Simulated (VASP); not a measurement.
# SnO (P4/nmm) in VASP: single point with PBEsol

Aim: the single point of SnO with PBEsol.

Everything below comes from runs of VASP 6.6.1. Logs are shortened: lines on timing, memory, paths and dates and some standing lists are left out, and cuts for length are marked.

**1. The cell of the first run**

Symmetry: P4/nmm, No. 129, tetragonal system. Conventional cell: a = 3.802 Å, b = 3.802 Å, c = 4.836 Å, α = 90.00°, β = 90.00°, γ = 90.00°. Within 2.9 Å of Sn (site symmetry 4mm) lie 4 O at 2.22 Å. Within 2.9 Å of O (site symmetry -4m2) lie 4 Sn at 2.22 Å and 4 O at 2.69 Å.

**2. Single point, PBEsol**

INCAR

```
PREC = Accurate
ENCUT = 520
EDIFF = 1E-6
ISMEAR = 0
SIGMA = 0.15
LREAL = F
LASPH = T
NELM = 60
ALGO = Normal
ISIF = 2
LWAVE = F
LCHARG = F
GGA = PS
NBANDS = 50
```

KPOINTS

```
regular mesh
0
Gamma
  12 12 5
```

POSCAR

```
SnO
1.0
   -3.8020000000      0.0000000000      0.0000000000
    0.0000000000     -3.8020000000      0.0000000000
    0.0000000000      0.0000000000      9.6720000000
Sn O
4 4
Direct
    0.0000000000      0.5000000000      0.1192500000
    0.0000000000      0.5000000000      0.6192500000
    0.5000000000      0.0000000000      0.3807500000
    0.5000000000      0.0000000000      0.8807500000
    0.0000000000      0.0000000000      0.0000000000
    0.0000000000      0.0000000000      0.5000000000
    0.5000000000      0.5000000000      0.0000000000
    0.5000000000      0.5000000000      0.5000000000
```

Potentials or basis: VASP PAW PBE potentials, release 64 (Sn_d, O).

Started as:

```console
$ cat potpaw_PBE.64/Sn_d/POTCAR potpaw_PBE.64/O/POTCAR > POTCAR
$ mpirun -np 1 vasp_std > vasp.out
```

OUTCAR:

```text
PREC = Accurate
   ENCUT = 520
   EDIFF = 1E-6
   ISMEAR = 0
   LREAL = F
   LASPH = T
   NELM = 60
   ISIF = 2
   GGA = PS

 ion  position               nearest neighbor table
   1  0.000  0.500  0.119-   5 2.22   7 2.22   5 2.22   7 2.22   4 3.54   4 3.54   4 3.54   4 3.54
                             3 3.69   3 3.69   3 3.69   3 3.69
   2  0.000  0.500  0.619-   6 2.22   8 2.22   6 2.22   8 2.22   3 3.54   3 3.54   3 3.54   3 3.54
                             4 3.69   4 3.69   4 3.69   4 3.69
   3  0.500  0.000  0.381-   6 2.22   8 2.22   8 2.22   6 2.22   2 3.54   2 3.54   2 3.54   2 3.54
                             1 3.69   1 3.69   1 3.69   1 3.69
   4  0.500  0.000  0.881-   5 2.22   7 2.22   7 2.22   5 2.22   1 3.54   1 3.54   1 3.54   1 3.54
                             2 3.69   2 3.69   2 3.69   2 3.69
   5  0.000  0.000  0.000-   1 2.22   4 2.22   1 2.22   4 2.22
   6  0.000  0.000  0.500-   2 2.22   3 2.22   2 2.22   3 2.22
   7  0.500  0.500  0.000-   1 2.22   4 2.22   4 2.22   1 2.22
   8  0.500  0.500  0.500-   2 2.22   3 2.22   3 2.22   2 2.22
[... 7 lines left out ...]
 A1 = (  -3.8020000000,   0.0000000000,   0.0000000000)
 A2 = (   0.0000000000,  -3.8020000000,   0.0000000000)
 A3 = (   0.0000000000,   0.0000000000,   9.6720000000)

Analysis of symmetry for initial positions (statically):
=====================================================================
 Subroutine PRICEL returns following result:

  LATTYP: Found a simple tetragonal cell.
 ALAT       =     3.8020000000
 C/A-ratio  =     1.2719621252

  Lattice vectors:

 A1 = (  -3.8020000000,   0.0000000000,   0.0000000000)
 A2 = (   0.0000000000,  -3.8020000000,   0.0000000000)
 A3 = (   0.0000000000,   0.0000000000,   4.8360000000)

   2 primitive cells build up your supercell.

 Routine SETGRP: Setting up the symmetry group for a
 simple tetragonal supercell.

 Subroutine GETGRP returns: Found 16 space group operations
 (whereof  8 operations were pure point group operations)
 out of a pool of 16 trial point group operations.

The static configuration has the point symmetry D_2d.
 The point group associated with its full space group is D_4h.

Analysis of symmetry for dynamics (positions and initial velocities):
=====================================================================
 Subroutine PRICEL returns following result:

  LATTYP: Found a simple tetragonal cell.
 ALAT       =     3.8020000000
 C/A-ratio  =     1.2719621252

  Lattice vectors:

 A1 = (  -3.8020000000,   0.0000000000,   0.0000000000)
 A2 = (   0.0000000000,  -3.8020000000,   0.0000000000)
 A3 = (   0.0000000000,   0.0000000000,   4.8360000000)

   2 primitive cells build up your supercell.

 Routine SETGRP: Setting up the symmetry group for a
 simple tetragonal supercell.
[... 119 lines left out ...]
   TEBEG  =    0.0;   TEEND  =   0.0 temperature during run
   PSTRESS=    0.0 pullay stress
   NELECT =      80.0000    total number of electrons
   NUPDOWN=      -1.0000    fix difference up-down
   EMIN   =  10.00;   EMAX   =-10.00  energy-range for DOS
   EFERMI =   0.00;   METHOD = LEGACY
   ISMEAR =     0;   SIGMA  =   0.15  broadening in eV -4-tet -1-fermi 0-gaus
   EFERMI_NEDOS =   21; number of points for ismear=-14 and -15
   IALGO  =     38    algorithm
   IMIX   =      4    mixing-type and parameters
     AMIX     =   0.40;   BMIX     =  1.00
     AMIX_MAG =   1.60;   BMIX_MAG =  1.00
  volume/ion in A,a.u.               =      17.48       117.94
  Fermi-wavevector in a.u.,A,eV,Ry     =   1.359121  2.568365 25.132801  1.847209
  Thomas-Fermi vector in A             =   2.485896
   LORBIT       =      0    0 simple, 1 ext, 2 COOP (PROOUT), +10 PAW based schemes
   GGA     = PS    functional components
   LHFCALC =     F    Hartree Fock is set to
   AEXX    =    0.0000 exact exchange contribution
   IVDW    =     0    specifies the selected vdW correction
   LEPSILON=     F    determine dielectric tensor
   LRPA    =     F    only Hartree local field effects (RPA)
 non-spin polarized calculation
 Gauss-broadening in eV      SIGMA  =   0.15
  energy-cutoff  :      520.00
  volume of cell :      139.81
 maximum number of plane-waves:      3788
   NGX = 15   NGY = 15   NGZ = 35

 number of electron      79.9999981 magnetization

 Free energy of the ion-electron system (eV)
  ---------------------------------------------------
  ext. energy  EPLUGINS =         0.00000000
  ---------------------------------------------------
  free energy    TOTEN  =       -48.42380794 eV

  energy without entropy =      -48.42137326  energy(sigma->0) =      -48.42259060

 E-fermi :   7.1533     XC(G=0): -10.4978

 val. band max:        7.0563104866   @ k =   0.0833   0.0833   0.0000
 cond. band min:       7.2078603658   @ k =   0.5000   0.5000   0.2000
 fundamental gap:      0.1515498792
 Fermi energy:         7.1533127480

 k-point     1 :       0.0000    0.0000    0.0000
  band No.  band energies     occupation
      1     -14.8785      2.00000
      2     -14.8608      2.00000
      3     -14.4450      2.00000
      4     -14.4309      2.00000
      5     -14.4309      2.00000
      6     -14.4270      2.00000
[... 1261 lines left out ...]
     49      12.6584      0.00000
     50      13.7571      0.00000

 [... further k-points ...]

------------------------ aborting loop because EDIFF is reached ----------------------------------------

  FORCE on cell =-STRESS in cart. coord.  units (eV):
  Direction    XX          YY          ZZ          XY          YZ          ZX
  --------------------------------------------------------------------------------------
  -------------------------------------------------------------------------------------
  Total        0.2848580      0.2848580     -0.0868471      0.0000000      0.0000000      0.0000000
  in kB        3.2643635      3.2643635     -0.9952340      0.0000000      0.0000000      0.0000000
  external PRESSURE =       1.8444977 kB  Pullay stress =       0.0000000 kB

 VOLUME and BASIS-vectors are now :
 -----------------------------------------------------------------------------
  energy-cutoff  :      520.00
  volume of cell :      139.81
      direct lattice vectors                 reciprocal lattice vectors
    -3.802000000  0.000000000  0.000000000    -0.263019463  0.000000000  0.000000000
     0.000000000 -3.802000000  0.000000000     0.000000000 -0.263019463  0.000000000
     0.000000000  0.000000000  9.672000000     0.000000000  0.000000000  0.103391232

 POSITION                                       TOTAL-FORCE (eV/Angst)
 -----------------------------------------------------------------------------------
      0.00000     -1.90100      1.15339         0.000000      0.000000      0.146216
      0.00000     -1.90100      5.98939        -0.000000     -0.000000      0.146216
     -1.90100      0.00000      3.68261         0.000000      0.000000     -0.146216
     -1.90100      0.00000      8.51861        -0.000000     -0.000000     -0.146216
      0.00000      0.00000      0.00000         0.000000     -0.000000     -0.000000
      0.00000      0.00000      4.83600         0.000000     -0.000000     -0.000000
     -1.90100     -1.90100      0.00000         0.000000      0.000000     -0.000000
     -1.90100     -1.90100      4.83600         0.000000      0.000000     -0.000000
 -----------------------------------------------------------------------------------
    total drift:                               -0.000000     -0.000000      0.000000

  FREE ENERGIE OF THE ION-ELECTRON SYSTEM (eV)
  ---------------------------------------------------
  free  energy   TOTEN  =       -48.4238079410 eV

  energy  without entropy=      -48.4213732615  energy(sigma->0) =      -48.42259060
```

Wall time 15 min (1 thread of Intel Xeon 8259CL, shared host); peak memory 0.52 GiB.

What came out:

```
Free energy            : -48.4238 eV
Pressure               : 0.2 GPa
Largest force          : 0.146 eV/Å
Band gap on the k mesh : zero (filled and empty bands touch)
```

Forces in eV/Å, atoms in the order of the input:
```
Sn   0.000  0.000  0.146
Sn   0.000  0.000  0.146
Sn   0.000  0.000 -0.146
Sn   0.000  0.000 -0.146
O    0.000  0.000  0.000
O    0.000  0.000  0.000
O    0.000  0.000  0.000
O    0.000  0.000  0.000
```

Caveat: semilocal functionals underestimate gaps, so a narrow gap can read as zero; the PAW data sets were made with another functional, which shifts forces and pressure a little; spin-orbit coupling is left out, which moves the levels of the heavy elements.
